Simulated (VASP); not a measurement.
Set up this calculation in VASP 6.6.1, as the native input.

| Quantity | Value |
| --- | --- |
| Task | single point |
| Functional | r2SCAN |
| Potentials or basis | VASP PAW PBE potentials, release 64 (Mg_sv, O) |
| Cutoff | 750 eV |
| k mesh | 10 × 10 × 10 |
| Occupations | gaussian, width 0.05 eV |
| Spin | no spin polarisation |
| Dipole correction | no |
| Mended | yes |
| Further INCAR settings | ALGO = Normal; EDIFF = 1e-06; NBANDS = 15 |

MgO:

```
CELL_PARAMETERS angstrom
0.00000 2.13515 2.13515
2.05508 0.00000 2.13515
2.05508 2.13515 0.00000
ATOMIC_POSITIONS crystal
Mg 0.00000 0.00000 0.00000
O 0.50000 0.50000 0.50000
```

This cell differs from its parent crystal: strain -0.0375 x Voigt [1, 0, 0, 0, 0, 0].

The input as run:

POSCAR

```
MgO
1.0
    0.0000000000      2.1351500000      2.1351500000
    2.0550818750      0.0000000000      2.1351500000
    2.0550818750      2.1351500000      0.0000000000
Mg O
1 1
Direct
    0.0000000000      0.0000000000      0.0000000000
    0.5000000000      0.5000000000      0.5000000000
```

INCAR.step1

```
PREC     = Accurate       # precision mode
ENCUT    = 750            # plane-wave cutoff, eV
ISMEAR   = 0              # smearing method
SIGMA    = 0.05           # smearing width, eV
LREAL    = False          # projectors in reciprocal space
LASPH    = True           # aspherical terms in the spheres
NELM     = 120            # most SCF steps
NBANDS   = 15             # bands
GGA      = PE             # functional
ALGO     = Normal         # electronic algorithm
EDIFF    = 1E-5           # SCF threshold, eV
LWAVE    = True           # write WAVECAR
LCHARG   = False          # write CHGCAR
GGA_COMPAT= False
```

INCAR.step2

```
PREC     = Accurate       # precision mode
ENCUT    = 750            # plane-wave cutoff, eV
EDIFF    = 1E-6           # SCF threshold, eV
ISMEAR   = 0              # smearing method
SIGMA    = 0.05           # smearing width, eV
LREAL    = False          # projectors in reciprocal space
LASPH    = True           # aspherical terms in the spheres
NELM     = 120            # most SCF steps
ALGO     = Normal         # electronic algorithm
ISIF     = 2              # what is computed and relaxed
LWAVE    = False          # write WAVECAR
LCHARG   = True           # write CHGCAR
METAGGA  = R2SCAN         # meta-GGA
LMIXTAU  = True         
LELF     = True           # ELF
LVHAR    = True         
NBANDS   = 15             # bands
ISTART   = 1            
GGA_COMPAT= False
```

KPOINTS

```
Automatic mesh
0
Gamma
  10 10 10
```

Potentials or basis: VASP PAW PBE potentials, release 64 (Mg_sv, O).

Run with:

```bash
$ cat potpaw_PBE.64/Mg_sv/POTCAR potpaw_PBE.64/O/POTCAR > POTCAR
$ cp INCAR.step1 INCAR
$ mpirun -np 1 vasp_std > vasp.out
$ cp INCAR.step2 INCAR
$ mpirun -np 1 vasp_std > vasp.out
```

It gave:

The pressure is -0.8 GPa and the band gap on the k mesh is 5.58 eV.

Caveat: the cell differs from its parent crystal (strain -0.0375 x Voigt [1, 0, 0, 0, 0, 0]); the PAW data sets were made with another functional, which shifts forces and pressure a little.

It took 2.7 min on 1 thread of Intel(R) Xeon(R) Platinum 8259CL CPU @ 2.50GHz (Skylake/Cascade Lake) (shared host), peak memory 0.19 GiB.
